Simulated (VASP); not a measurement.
# AlNi (P4/mmm) in VASP: further runs

The runs below take AlNi through vibrations by perturbation theory, with PBE.

Everything below comes from runs of VASP 6.6.1. Logs are shortened: lines on timing, memory, paths and dates and some standing lists are left out, and cuts for length are marked.

## 1. The cell of the first run

The typed cell holds 2 atoms: a = 2.876 Å, b = 2.876 Å, c = 2.878 Å, α = 90.00°, β = 90.00°, γ = 90.00°.

## 2. Vibrations by perturbation theory, PBE

INCAR

```
PREC = Accurate ; ENCUT = 520
EDIFF = 1E-8 ; ISMEAR = -1
SIGMA = 0.15 ; LREAL = F
LASPH = T ; NELM = 100
ALGO = Fast ; ISIF = 2
LWAVE = F ; LCHARG = F
GGA = PE ; IBRION = 8
NSW = 1
```

KPOINTS

```
regular mesh
0
Gamma
  16 16 14
```

POSCAR

```
AlNi
1.0
    2.0337166385     -2.0337166385      0.0000000000
    2.0337166385      2.0337166385      0.0000000000
    0.0000000000      0.0000000000      2.8779298902
Al Ni
1 1
Direct
    0.0000000000      0.0000000000      0.0000000000
    0.5000000000      0.5000000000      0.5000000000
```

Potentials or basis: VASP PAW PBE potentials, release 64 (Al, Ni).

On the command line:

```
cat potpaw_PBE.64/Al/POTCAR potpaw_PBE.64/Ni/POTCAR > POTCAR
mpirun -np 1 vasp_std > vasp.out
```

OUTCAR:

```text
PREC = Accurate
   ENCUT = 520
   EDIFF = 1E-8
   ISMEAR = -1
   LREAL = F
   LASPH = T
   NELM = 100
   ISIF = 2
   GGA = PE
   IBRION = 8
   NSW = 1

 ion  position               nearest neighbor table
   1  0.000  0.000  0.000-   2 2.49   2 2.49   2 2.49   2 2.49   2 2.49   2 2.49   2 2.49   2 2.49

   2  0.500  0.500  0.500-   1 2.49   1 2.49   1 2.49   1 2.49   1 2.49   1 2.49   1 2.49   1 2.49

  LATTYP: Found a simple tetragonal cell.
 ALAT       =     2.8761096522
 C/A-ratio  =     1.0006328820

  Lattice vectors:

 A1 = (   2.0337166385,  -2.0337166385,   0.0000000000)
 A2 = (   2.0337166385,   2.0337166385,   0.0000000000)
 A3 = (   0.0000000000,   0.0000000000,   2.8779298902)

Analysis of symmetry for initial positions (statically):
=====================================================================
 Subroutine PRICEL returns:
 Original cell was already a primitive cell.

 Routine SETGRP: Setting up the symmetry group for a
 simple tetragonal supercell.

 Subroutine GETGRP returns: Found 16 space group operations
 (whereof 16 operations were pure point group operations)
 out of a pool of 16 trial point group operations.

The static configuration has the point symmetry D_4h.

Analysis of symmetry for dynamics (positions and initial velocities):
=====================================================================
 Subroutine PRICEL returns:
 Original cell was already a primitive cell.

 Routine SETGRP: Setting up the symmetry group for a
 simple tetragonal supercell.

 Subroutine GETGRP returns: Found 16 space group operations
 (whereof 16 operations were pure point group operations)
 out of a pool of 16 trial point group operations.

The dynamic configuration has the point symmetry D_4h.

 Subroutine INISYM returns: Found 16 space group operations
 (whereof 16 operations are pure point group operations),
[... 475 lines left out ...]
  in kB       30.1220734     30.1220734     30.1576186      0.0000000      0.0000000     -0.0000000
  external PRESSURE =      30.1339218 kB  Pullay stress =       0.0000000 kB

 VOLUME and BASIS-vectors are now :
 -----------------------------------------------------------------------------
  energy-cutoff  :      520.00
  volume of cell :       23.81
      direct lattice vectors                 reciprocal lattice vectors
     2.033716639 -2.033716639  0.000000000     0.245855293 -0.245855293  0.000000000
     2.033716639  2.033716639  0.000000000     0.245855293  0.245855293  0.000000000
     0.000000000  0.000000000  2.877929890     0.000000000  0.000000000  0.347471981

 POSITION                                       TOTAL-FORCE (eV/Angst)
 -----------------------------------------------------------------------------------
      0.00000      0.00000      0.00000         0.000000      0.000000      0.000000
      2.03372      0.00000      1.43896         0.000000      0.000000      0.000000
 -----------------------------------------------------------------------------------
    total drift:                                0.000000     -0.000000     -0.000000

  FREE ENERGIE OF THE ION-ELECTRON SYSTEM (eV)
  ---------------------------------------------------
  free  energy   TOTEN  =       -10.5662796726 eV

  energy  without entropy=      -10.5032169330  energy(sigma->0) =      -10.53474830

[... ionic steps 2 to 3 ...]

--------------------------------------- Ionic step        4  -------------------------------------------

------------------------ aborting loop because EDIFF is reached ----------------------------------------
[... 11 lines left out ...]
[... ionic steps 8 to 8 ...]

--------------------------------------- Ionic step        9  -------------------------------------------

 Free energy of the ion-electron system (eV)
  ---------------------------------------------------
  ---------------------------------------------------
  free energy    TOTEN  =        -0.18490147 eV

  energy without entropy =       -0.18490144

------------------------ aborting loop because EDIFF is reached ----------------------------------------

 INTERNAL STRAIN TENSOR  FOR ION    2  DIRECTION 3   (eV/Angst):
 -----------------------------------------------------------------------------
     0.00931  0.00000  0.00000
     0.00000  0.00931  0.00000
     0.00000 -0.00000  0.02962

 INTERNAL STRAIN TENSOR FOR ION    2 for displacements in x,y,z  (eV/Angst):
          X           Y           Z          XY          YZ          ZX
  --------------------------------------------------------------------------------
  x     0.00000     0.00000     0.00000     0.00000     0.00000     0.00000
  y     0.00000     0.00000     0.00000     0.00000     0.00000     0.00000
  z     0.00000     0.00000     0.00000     0.00000     0.00000     0.00000

 SECOND DERIVATIVES (NOT SYMMETRIZED)
 ------------------------------------
               1X          1Y          1Z          2X          2Y          2Z
  1X    -6.104939    0.000000    0.000000    6.104939    0.000000    0.000000
  1Y     0.000000   -6.104939    0.000000    0.000000    6.104939    0.000000
  1Z     0.000000   -0.000000   -6.108068    0.000000    0.000000    6.108068
  2X     6.128983    0.000000    0.000000   -6.128983    0.000000    0.000000
  2Y     0.000000    6.128983    0.000000    0.000000   -6.128983    0.000000
  2Z    -0.000000    0.000000    6.132619    0.000000   -0.000000   -6.132619

 Eigenvectors and eigenvalues of the dynamical matrix
 ----------------------------------------------------

   1 f  =    8.992561 THz    56.501927 2PiTHz  299.959545 cm-1    37.190227 meV
             X         Y         Z           dx          dy          dz
      0.000000  0.000000  0.000000     0.000000   -0.000000   -0.827162
      2.033717  0.000000  1.438965    -0.000000    0.000000    0.561964
[... 21 lines left out ...]
   6 f/i=    0.008384 THz     0.052678 2PiTHz    0.279661 cm-1     0.034674 meV
             X         Y         Z           dx          dy          dz
      0.000000  0.000000  0.000000     0.000000   -0.000000   -0.561964
      2.033717  0.000000  1.438965    -0.000000    0.000000   -0.827162

--------------------------------------------------------------------------------------------------------

 ELASTIC MODULI CONTR FROM IONIC RELAXATION (kBar)
 Direction    XX          YY          ZZ          XY          YZ          ZX
 --------------------------------------------------------------------------------
 XX           0.0000      0.0000      0.0000      0.0000      0.0000      0.0000
 YY           0.0000      0.0000      0.0000      0.0000      0.0000      0.0000
 ZZ           0.0000      0.0000      0.0000      0.0000      0.0000      0.0000
 XY           0.0000      0.0000      0.0000      0.0000      0.0000      0.0000
 YZ           0.0000      0.0000      0.0000      0.0000      0.0000      0.0000
 ZX           0.0000      0.0000      0.0000      0.0000      0.0000      0.0000
 --------------------------------------------------------------------------------
```

stdout:

```text
POSCAR found type information on POSCAR AlNi
 POSCAR found :  2 types and       2 ions
 scaLAPACK will be used
 LDA part: xc-table for (Slater+PW92), standard interpolation
 POSCAR, INCAR and KPOINTS ok, starting setup
 FFT: planning ... GRIDC
 FFT: planning ... GRID_SOFT
 FFT: planning ... GRID
 WAVECAR not read
 entering main loop
 Linear response reoptimize wavefunctions to high precision
 Linear response DOF=           4
 Linear response progress:
 first order change of Fermi-energy  -0.40977E-04
 force on displaced ion       1 direction 1 :  -6.105   0.000   0.000
 Linear response progress:
 first order change of Fermi-energy  -0.25004E-03
 force on displaced ion       1 direction 3 :  -0.000   0.000  -6.108
 Linear response progress:
 first order change of Fermi-energy   0.23894E-02
 force on displaced ion       2 direction 1 :  -6.129   0.000   0.000
 Linear response progress:
 first order change of Fermi-energy   0.26657E-02
 force on displaced ion       2 direction 3 :   0.000  -0.000  -6.133
 Linear response finished
```

Wall time 3.2 min (1 thread of Intel Xeon 6975P-C (Granite Rapids), shared host); peak memory 0.47 GiB.

What came out:

```
Highest phonon frequency at Γ : 300 cm⁻¹
```

Phonon frequencies in cm⁻¹ (negative: imaginary):
```
              q point        frequencies
(0.000, 0.000, 0.000)  0 0 0 300 300 300
```

Caveat: the cell stands under pressure or tension, which shifts response properties. Spin polarisation is off, so any magnetic state and its effect on volume and gap are missing.

## 3. Vibrations by perturbation theory, PBE (12.36 Å³/atom)

This run uses another cell than the first one, of 12.36 Å³/atom.

INCAR

```
SYSTEM = AlNi
  PREC = Accurate
  ENCUT = 520
  EDIFF = 1E-8
  ISMEAR = -1
  SIGMA = 0.15
  LREAL = .FALSE.
  LASPH = .TRUE.
  NELM = 60
  ALGO = Normal
  ISIF = 2
  LWAVE = .FALSE.
  LCHARG = .FALSE.
  GGA = PE
  NBANDS = 14
  IBRION = 8
  NSW = 1
```

KPOINTS

```
regular mesh
0
G
  16 16 14
  0 0 0
```

POSCAR

```
AlNi
1.0
    2.0596383727     -2.0596383727      0.0000000000
    2.0596383727      2.0596383727      0.0000000000
    0.0000000000      0.0000000000      2.9145921608
Al Ni
1 1
Direct
    0.0000000000      0.0000000000      0.0000000000
    0.5000000000      0.5000000000      0.5000000000
```

Potentials or basis: VASP PAW PBE potentials, release 64 (Al, Ni).

On the command line:

```
cat potpaw_PBE.64/Al/POTCAR potpaw_PBE.64/Ni/POTCAR > POTCAR
mpirun -np 1 vasp_std > vasp.out
```

OUTCAR:

```text
SYSTEM = AlNi
   PREC = Accurate
   ENCUT = 520
   EDIFF = 1E-8
   ISMEAR = -1
   LREAL = .FALSE.
   LASPH = .TRUE.
   NELM = 60
   ISIF = 2
   GGA = PE
   IBRION = 8
   NSW = 1

 ion  position               nearest neighbor table
   1  0.000  0.000  0.000-   2 2.52   2 2.52   2 2.52   2 2.52   2 2.52   2 2.52   2 2.52   2 2.52

   2  0.500  0.500  0.500-   1 2.52   1 2.52   1 2.52   1 2.52   1 2.52   1 2.52   1 2.52   1 2.52

  LATTYP: Found a simple tetragonal cell.
 ALAT       =     2.9127685203
 C/A-ratio  =     1.0006260850

[... 676 lines left out ...]
  1X    -5.231659    0.000000    0.000000    5.231659    0.000000    0.000000
  1Y     0.000000   -5.231659    0.000000    0.000000    5.231659    0.000000
  1Z    -0.000000    0.000000   -5.233794    0.000000   -0.000000    5.233794
  2X     5.231151    0.000000    0.000000   -5.231151    0.000000    0.000000
  2Y     0.000000    5.231151    0.000000    0.000000   -5.231151    0.000000
  2Z     0.000000    0.000000    5.230408    0.000000    0.000000   -5.230408

 Eigenvectors and eigenvalues of the dynamical matrix
 ----------------------------------------------------

   1 f  =    8.318033 THz    52.263741 2PiTHz  277.459708 cm-1    34.400604 meV
             X         Y         Z           dx          dy          dz
      0.000000  0.000000  0.000000     0.000000    0.000000    0.827769
      2.059638  0.000000  1.457296     0.000000    0.000000   -0.561068
[... 21 lines left out ...]
   6 f/i=    0.001250 THz     0.007853 2PiTHz    0.041689 cm-1     0.005169 meV
             X         Y         Z           dx          dy          dz
      0.000000  0.000000  0.000000     0.000000    0.000000   -0.561068
      2.059638  0.000000  1.457296     0.000000    0.000000   -0.827769

--------------------------------------------------------------------------------------------------------

 ELASTIC MODULI CONTR FROM IONIC RELAXATION (kBar)
 Direction    XX          YY          ZZ          XY          YZ          ZX
 --------------------------------------------------------------------------------
 XX           0.0000      0.0000      0.0000      0.0000      0.0000      0.0000
 YY           0.0000      0.0000      0.0000      0.0000      0.0000      0.0000
 ZZ           0.0000      0.0000      0.0000      0.0000      0.0000      0.0000
 XY           0.0000      0.0000      0.0000      0.0000      0.0000      0.0000
 YZ           0.0000      0.0000      0.0000      0.0000      0.0000      0.0000
 ZX           0.0000      0.0000      0.0000      0.0000      0.0000      0.0000
 --------------------------------------------------------------------------------
```

stdout:

```text
POSCAR found type information on POSCAR AlNi
 POSCAR found :  2 types and       2 ions
 scaLAPACK will be used
 LDA part: xc-table for (Slater+PW92), standard interpolation
 POSCAR, INCAR and KPOINTS ok, starting setup
 FFT: planning ... GRIDC
 FFT: planning ... GRID_SOFT
 FFT: planning ... GRID
 WAVECAR not read
 entering main loop
 Linear response reoptimize wavefunctions to high precision
 Linear response DOF=           4
 Linear response progress:
 first order change of Fermi-energy  -0.58024E-04
 force on displaced ion       1 direction 1 :  -5.232   0.000   0.000
 Linear response progress:
 first order change of Fermi-energy  -0.13212E-03
 force on displaced ion       1 direction 3 :  -0.000   0.000  -5.234
 Linear response progress:
 first order change of Fermi-energy   0.23891E-02
 force on displaced ion       2 direction 1 :  -5.231   0.000   0.000
 Linear response progress:
 first order change of Fermi-energy   0.26362E-02
 force on displaced ion       2 direction 3 :   0.000  -0.000  -5.230
 Linear response finished
```

Run time: 4.3 min. Hardware: 1 thread of Intel Xeon 6975P-C (Granite Rapids), shared host; peak memory 0.52 GiB.

What came out:

| Quantity | Value |
| --- | --- |
| Highest phonon frequency at Γ | 277 cm⁻¹ |

Phonon frequencies in cm⁻¹ (negative: imaginary):
```
              q point        frequencies
(0.000, 0.000, 0.000)  0 0 0 277 277 277
```

Caveat: the cell stands under pressure or tension, which shifts response properties. Spin polarisation is off, so any magnetic state and its effect on volume and gap are missing.
